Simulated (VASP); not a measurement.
# SiSeF2 (P4/mmm) in VASP: further runs, part 3 of 3

VASP 6.6.1. Earlier steps stand in the parts before.

**5. Single point, PBE, collinear spin**

This run uses another cell than the first one, of 15.37 Å³/atom.

Contents of INCAR:

```
  ALGO = Normal
  EDIFF = 1E-6
  ENCUT = 520
  GGA = PE
  ISIF = 2
  ISMEAR = 0
  ISPIN = 2
  LASPH = True
  LCHARG = True
  LELF = True
  LORBIT = 11
  LREAL = False
  LVHAR = True
  LWAVE = False
  MAGMOM = 0 0 1 1
  NBANDS = 24
  NELM = 150
  PREC = Accurate
  SIGMA = 0.1
```

Contents of KPOINTS:

```
k-points
0
Gamma
  6 6 4
```

Contents of POSCAR:

```
SiSeF2
1.0
    4.7614077963      0.0000000000      0.0000000000
    0.0000000000      4.7614077963      0.0000000000
    0.0000000000      0.0000000000      2.7120070696
Si Se F
1 1 2
Direct
    0.5000000000      0.5000000000      0.5000000000
    0.0000000000      0.0000000000      0.0000000000
    0.0000000000      0.5000000000      0.0000000000
    0.5000000000      0.0000000000      0.0000000000
```

Potentials or basis: VASP PAW PBE potentials, release 64 (Si, Se, F).

Run with:

```bash
> cat potpaw_PBE.64/Si/POTCAR potpaw_PBE.64/Se/POTCAR potpaw_PBE.64/F/POTCAR > POTCAR
> mpirun -np 1 vasp_std > vasp.out
```

OUTCAR:

```text
EDIFF = 1E-6
   ENCUT = 520
   GGA = PE
   ISIF = 2
   ISMEAR = 0
   ISPIN = 2
   LASPH = True
   LORBIT = 11
   LREAL = False
   NELM = 150
   PREC = Accurate

 ion  position               nearest neighbor table
   1  0.500  0.500  0.500-
   2  0.000  0.000  0.000-
   3  0.000  0.500  0.000-
   4  0.500  0.000  0.000-

  LATTYP: Found a simple tetragonal cell.
 ALAT       =     4.7614077963
 C/A-ratio  =     0.5695809277

  Lattice vectors:

 A1 = (   4.7614077963,   0.0000000000,   0.0000000000)
 A2 = (   0.0000000000,   4.7614077963,   0.0000000000)
 A3 = (   0.0000000000,   0.0000000000,   2.7120070696)

Analysis of symmetry for initial positions (statically):
=====================================================================
 Subroutine PRICEL returns:
 Original cell was already a primitive cell.

 Routine SETGRP: Setting up the symmetry group for a
 simple tetragonal supercell.

 Subroutine GETGRP returns: Found 16 space group operations
 (whereof 16 operations were pure point group operations)
 out of a pool of 16 trial point group operations.

The static configuration has the point symmetry D_4h.

Analysis of symmetry for dynamics (positions and initial velocities):
=====================================================================
 Subroutine PRICEL returns:
 Original cell was already a primitive cell.

 Routine SETGRP: Setting up the symmetry group for a
 simple tetragonal supercell.

 Subroutine GETGRP returns: Found 16 space group operations
 (whereof 16 operations were pure point group operations)
 out of a pool of 16 trial point group operations.

The dynamic configuration has the point symmetry D_4h.

Analysis of structural, dynamic, and magnetic symmetry:
=====================================================================
 Subroutine PRICEL returns:
 Original cell was already a primitive cell.

 Routine SETGRP: Setting up the symmetry group for a
 simple tetragonal supercell.

 Subroutine GETGRP returns: Found 16 space group operations
 (whereof 16 operations were pure point group operations)
 out of a pool of 16 trial point group operations.

The overall configuration has the point symmetry D_4h.

 Subroutine INISYM returns: Found 16 space group operations
 (whereof 16 operations are pure point group operations),
 and found     1 'primitive' translations

----------------------------------------------------------------------------------------

                                     Primitive cell

  volume of cell :      61.4839

  direct lattice vectors                    reciprocal lattice vectors
     4.761407796  0.000000000  0.000000000     0.210021918  0.000000000  0.000000000
     0.000000000  4.761407796  0.000000000     0.000000000  0.210021918  0.000000000
     0.000000000  0.000000000  2.712007070     0.000000000  0.000000000  0.368730602

  length of vectors
     4.761407796  4.761407796  2.712007070     0.210021918  0.210021918  0.368730602
[... 79 lines left out ...]
   ISPIN  =      2    spin polarized calculation?
   LNONCOLLINEAR =      F non collinear calculations
   LSORBIT =      F    spin-orbit coupling
   LASPH  =      T    aspherical Exc in radial PAW
   ENCUT  =  520.0 eV  38.22 Ry    6.18 a.u.   8.85  8.85  5.04*2*pi/ulx,y,z
   NELM   =    150;   NELMIN=  2; NELMDL= -5     # of ELM steps
   EDIFF  = 0.1E-05   stopping-criterion for ELM
   LREAL  =      F    real-space projection
   EDIFFG = 0.1E-04   stopping-criterion for IOM
   NSW    =      0    number of steps for IOM
   IBRION =     -1    ionic relax: 0-MD 1-quasi-New 2-CG
   NFREE  =      0    steps in history (QN), initial steepest desc. (CG)
   ISIF   =      2    stress and relaxation
   ISYM   =      2    0-nonsym 1-usesym 2-fastsym
   POTIM  = 0.5000    time-step for ionic-motion
   TEBEG  =    0.0;   TEEND  =   0.0 temperature during run
   PSTRESS=    0.0 pullay stress
   NELECT =      24.0000    total number of electrons
   NUPDOWN=      -1.0000    fix difference up-down
   EMIN   =  10.00;   EMAX   =-10.00  energy-range for DOS
   EFERMI =   0.00;   METHOD = LEGACY
   ISMEAR =     0;   SIGMA  =   0.10  broadening in eV -4-tet -1-fermi 0-gaus
   EFERMI_NEDOS =   21; number of points for ismear=-14 and -15
   IALGO  =     38    algorithm
   IMIX   =      4    mixing-type and parameters
     AMIX     =   0.40;   BMIX     =  1.00
     AMIX_MAG =   1.60;   BMIX_MAG =  1.00
  volume/ion in A,a.u.               =      15.37       103.73
  Fermi-wavevector in a.u.,A,eV,Ry     =   1.196441  2.260946 19.476355  1.431472
  Thomas-Fermi vector in A             =   2.332382
   LORBIT       =     11    0 simple, 1 ext, 2 COOP (PROOUT), +10 PAW based schemes
   GGA     = PE    functional components
   LHFCALC =     F    Hartree Fock is set to
   AEXX    =    0.0000 exact exchange contribution
   IVDW    =     0    specifies the selected vdW correction
   LEPSILON=     F    determine dielectric tensor
   LRPA    =     F    only Hartree local field effects (RPA)
 spin polarized calculation
 Gauss-broadening in eV      SIGMA  =   0.10
  energy-cutoff  :      520.00
  volume of cell :       61.48
 maximum number of plane-waves:      1692
 NGX is ok and might be reduce to    36
   NGX = 17   NGY = 17   NGZ = 11

 number of electron      23.9999983 magnetization       0.0004703

 number of electron      23.9999983 magnetization      -0.0000775

 Free energy of the ion-electron system (eV)
  ---------------------------------------------------
  ext. energy  EPLUGINS =         0.00000000
  ---------------------------------------------------
  free energy    TOTEN  =       -14.00233177 eV

  energy without entropy =      -13.99443912  energy(sigma->0) =      -13.99838544

 E-fermi :   4.4234     XC(G=0): -10.0153

 val. band max:        4.4173881470   @ k =   0.5000   0.1667   0.2500
 cond. band min:       4.4351372461   @ k =   0.1667   0.1667   0.0000
 fundamental gap:      0.0177490991
 Fermi energy:         4.4234165160

 spin component 1

 k-point     1 :       0.0000    0.0000    0.0000
  band No.  band energies     occupation
      1     -19.2833      1.00000
      2     -19.0214      1.00000
      3      -9.2980      1.00000
      4      -4.2512      1.00000
      5      -3.0355      1.00000
      6      -3.0355      1.00000
[... 637 lines left out ...]
     23      19.4799      0.00000
     24      19.5729      0.00000

 [... further k-points ...]

 spin component 2

 k-point     1 :       0.0000    0.0000    0.0000
  band No.  band energies     occupation
      1     -19.2833      1.00000
      2     -19.0214      1.00000
      3      -9.2980      1.00000
      4      -4.2512      1.00000
      5      -3.0356      1.00000
      6      -3.0356      1.00000
[... 637 lines left out ...]
     23      19.4798      0.00000
     24      19.5727      0.00000

 [... further k-points ...]

------------------------ aborting loop because EDIFF is reached ----------------------------------------

  FORCE on cell =-STRESS in cart. coord.  units (eV):
  Direction    XX          YY          ZZ          XY          YZ          ZX
  --------------------------------------------------------------------------------------
  -------------------------------------------------------------------------------------
  Total       -0.0159400     -0.0159400     -0.0412140      0.0000000      0.0000000      0.0000000
  in kB       -0.4153711     -0.4153711     -1.0739753      0.0000000      0.0000000      0.0000000
  external PRESSURE =      -0.6349058 kB  Pullay stress =       0.0000000 kB

 VOLUME and BASIS-vectors are now :
 -----------------------------------------------------------------------------
  energy-cutoff  :      520.00
  volume of cell :       61.48
      direct lattice vectors                 reciprocal lattice vectors
     4.761407796  0.000000000  0.000000000     0.210021918  0.000000000  0.000000000
     0.000000000  4.761407796  0.000000000     0.000000000  0.210021918  0.000000000
     0.000000000  0.000000000  2.712007070     0.000000000  0.000000000  0.368730602

 POSITION                                       TOTAL-FORCE (eV/Angst)
 -----------------------------------------------------------------------------------
      2.38070      2.38070      1.35600         0.000000      0.000000      0.000000
      0.00000      0.00000      0.00000         0.000000      0.000000      0.000000
      0.00000      2.38070      0.00000         0.000000      0.000000      0.000000
      2.38070      0.00000      0.00000         0.000000      0.000000      0.000000
 -----------------------------------------------------------------------------------
    total drift:                                0.000000     -0.000000     -0.000000

  FREE ENERGIE OF THE ION-ELECTRON SYSTEM (eV)
  ---------------------------------------------------
  free  energy   TOTEN  =       -14.0023317655 eV

  energy  without entropy=      -13.9944391192  energy(sigma->0) =      -13.99838544

 total charge

# of ion       s       p       d       tot
------------------------------------------
    1        0.987   0.405   0.000   1.392
    2        1.576   1.955   0.058   3.589
    3        1.765   4.226   0.000   5.991
    4        1.765   4.226   0.000   5.991
--------------------------------------------------
tot          6.094  10.811   0.058  16.964

 magnetization (x)

# of ion       s       p       d       tot
------------------------------------------
    1        0.000  -0.000   0.000  -0.000
    2        0.000   0.000   0.000   0.000
    3        0.000  -0.000   0.000  -0.000
    4        0.000  -0.000   0.000  -0.000
--------------------------------------------------
tot          0.000   0.000   0.000   0.000
```

OSZICAR:

```text
N       E                     dE             d eps       ncg     rms          rms(c)
DAV:   1     0.979809220218E+02    0.97981E+02   -0.12050E+04  2880   0.912E+02
DAV:   2    -0.101001661347E+02   -0.10808E+03   -0.10340E+03  3736   0.200E+02
DAV:   3    -0.151219632537E+02   -0.50218E+01   -0.49881E+01  3608   0.386E+01
DAV:   4    -0.151455159572E+02   -0.23553E-01   -0.23551E-01  3304   0.318E+00
DAV:   5    -0.151456354944E+02   -0.11954E-03   -0.11954E-03  3656   0.224E-01    0.126E+01
DAV:   6    -0.141313192902E+02    0.10143E+01   -0.60259E+00  3176   0.180E+01    0.495E+00
DAV:   7    -0.140410217169E+02    0.90298E-01   -0.80034E-01  3232   0.548E+00    0.253E+00
DAV:   8    -0.140025859765E+02    0.38436E-01   -0.76862E-02  3320   0.180E+00    0.106E+00
DAV:   9    -0.140019178827E+02    0.66809E-03   -0.11550E-02  3536   0.653E-01    0.401E-01
DAV:  10    -0.140021947363E+02   -0.27685E-03   -0.47954E-04  3280   0.141E-01    0.124E-01
DAV:  11    -0.140022996718E+02   -0.10494E-03   -0.11988E-04  3456   0.614E-02    0.451E-02
DAV:  12    -0.140023274569E+02   -0.27785E-04   -0.45474E-05  3264   0.394E-02    0.116E-02
DAV:  13    -0.140023311951E+02   -0.37382E-05   -0.40853E-06  3408   0.144E-02    0.555E-03
DAV:  14    -0.140023317655E+02   -0.57045E-06   -0.48369E-07  2568   0.485E-03
   1 F= -.14002332E+02 E0= -.13998385E+02  d E =-.789265E-02  mag=    -0.0002
```

stdout:

```text
POSCAR found type information on POSCAR SiSeF
 POSCAR found :  3 types and       4 ions
 scaLAPACK will be used
 LDA part: xc-table for (Slater+PW92), standard interpolation
 POSCAR, INCAR and KPOINTS ok, starting setup
 FFT: planning ... GRIDC
 FFT: planning ... GRID_SOFT
 FFT: planning ... GRID
 WAVECAR not read
 entering main loop
```

Run time: 88 s. Hardware: 1 thread of Oxide Virtual Turin-like, shared host; peak memory 0.19 GiB.

Results:

```
Free energy                                           : -14.0023 eV
Pressure                                              : -0.1 GPa
Band gap on the k mesh                                : zero (filled and empty bands overlap)
Net moment                                            : 0.00 μB per cell
Valence electrons inside the program's atomic spheres : Si 1.39; Se 3.59; F 5.99
```

Levels at points of the mesh, in eV from the Fermi level:
Spin up:
| k point | band 9 | band 10 | band 11 | band 12 | band 13 | band 14 | band 15 | band 16 |
| --- | --- | --- | --- | --- | --- | --- | --- | --- |
| (0.00, 0.00, 0.00) | -3.75 | -3.58 | 0.41 | 0.41 | 1.97 | 1.97 | 4.16 | 5.51 |
| (0.50, 0.00, 0.00) | -3.66 | -3.64 | -2.00 | -0.45 | 0.34 | 1.23 | 4.06 | 7.60 |
| (0.50, 0.50, 0.00) | -3.64 | -3.41 | -3.15 | -3.15 | 0.69 | 0.69 | 3.96 | 7.48 |
| (0.00, 0.00, 0.50) | -4.83 | -4.27 | -3.28 | -2.98 | 1.37 | 1.37 | 2.06 | 2.06 |
| (0.50, 0.00, 0.50) | -4.30 | -4.28 | -3.74 | -1.97 | 0.08 | 1.68 | 1.92 | 2.86 |
| (0.50, 0.50, 0.50) | -4.89 | -4.50 | -3.72 | -1.18 | -0.37 | -0.37 | 2.53 | 2.53 |
Spin down:
| k point | band 10 | band 11 | band 12 | band 13 | band 14 | band 15 |
| --- | --- | --- | --- | --- | --- | --- |
| (0.00, 0.00, 0.00) | -3.58 | 0.41 | 0.41 | 1.97 | 1.97 | 4.16 |
| (0.50, 0.00, 0.00) | -3.64 | -2.00 | -0.45 | 0.34 | 1.23 | 4.06 |
| (0.50, 0.50, 0.00) | -3.41 | -3.15 | -3.15 | 0.69 | 0.69 | 3.96 |
| (0.00, 0.00, 0.50) | -4.27 | -3.28 | -2.98 | 1.37 | 1.37 | 2.06 |
| (0.50, 0.00, 0.50) | -4.28 | -3.74 | -1.97 | 0.08 | 1.68 | 1.92 |
| (0.50, 0.50, 0.50) | -4.50 | -3.72 | -1.18 | -0.37 | -0.37 | 2.53 |

Caveat: the k points lie up to 0.58 Å⁻¹ apart, too coarse for converged energies and pressures of a metal.

**6. The runs side by side**

| task | spin | cell | k mesh | cutoff (eV) | gap on the mesh (eV) | pressure (GPa) | moment (μB) |
| --- | --- | --- | --- | --- | --- | --- | --- |
| single point | off | a = 4.854, b = 4.854, c = 2.572 Å, 4 atoms | 4 × 4 × 6 | 520 | none | -0.1 | - |
| relaxation of cell and atoms | off | relaxed from a = 4.761, b = 4.761, c = 2.712 Å, 4 atoms | 4 × 4 × 6 | 600 | none | 0.1 | - |
| single point | collinear | a = 3.322, b = 3.322, c = 4.085 Å, 4 atoms | 6 × 6 × 4 | 520 | none | 119.2 | 0.55 |
| single point | collinear | a = 4.761, b = 4.761, c = 2.712 Å, 4 atoms | 6 × 6 × 4 | 520 | none | -0.1 | 0.00 |

Alike in all rows: level PBE; potentials or basis VASP PAW PBE potentials, release 64 (Si, Se, F); smearing gaussian 0.1 eV.

Caveats: all runs use coarse meshes; a moment this small can come from the mesh or the smearing (at least some runs).

Absolute energies hang on the potentials; compare differences alone.

The gap in the log of VASP goes by the Fermi energy; the results here count the filled bands.